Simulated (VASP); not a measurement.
# SnO2: single point with PBE

Crystal: SnO2.

```
Sn O
1.0
     0.00000    2.53347    2.53347
     2.53347    0.00000    2.53347
     2.53347    2.53347    0.00000
Sn O
1 2
Direct
  0.00000 0.00000 0.00000
  0.25000 0.25000 0.25000
  0.75000 0.75000 0.75000
```

| Property | Result |
| --- | --- |
| Program | VASP 6.6.1 |
| Task | single point |
| Functional | PBE |
| Potentials or basis | VASP PAW PBE potentials, release 64 (Sn_d, O) |
| Cutoff | 520 eV |
| k mesh | 8 × 8 × 8 |
| Occupations | gaussian, width 0.01 eV |
| Spin | no spin polarisation |

```json
{"Pressure": "10.0 GPa", "Band gap on the k mesh": "0.28 eV, indirect (least direct gap 1.68 eV)"}
```

Levels at points of the mesh, in eV from the valence-band top:
```csv
k point,band 9,band 10,band 11,band 12,band 13,band 14,band 15,band 16,band 17,band 18
"(0.00, 0.00, 0.00)",-2.93,-2.93,-1.40,-1.40,-1.40,0.28,7.13,7.13,7.13,13.52
"(0.50, 0.00, 0.00)",-3.92,-3.43,-3.43,-2.14,-2.14,4.91,8.05,10.46,10.46,15.42
"(0.50, 0.50, 0.00)",-5.57,-5.57,-0.20,-0.20,-0.12,3.30,7.26,9.95,12.32,12.32
```

Wall time 14 s on 1 thread of Intel(R) Xeon(R) 6975P-C (Granite Rapids) (shared host), peak memory 0.16 GiB.

Caveat: spin-orbit coupling is left out, which moves the levels of the heavy elements. A k mesh can miss the band edges.
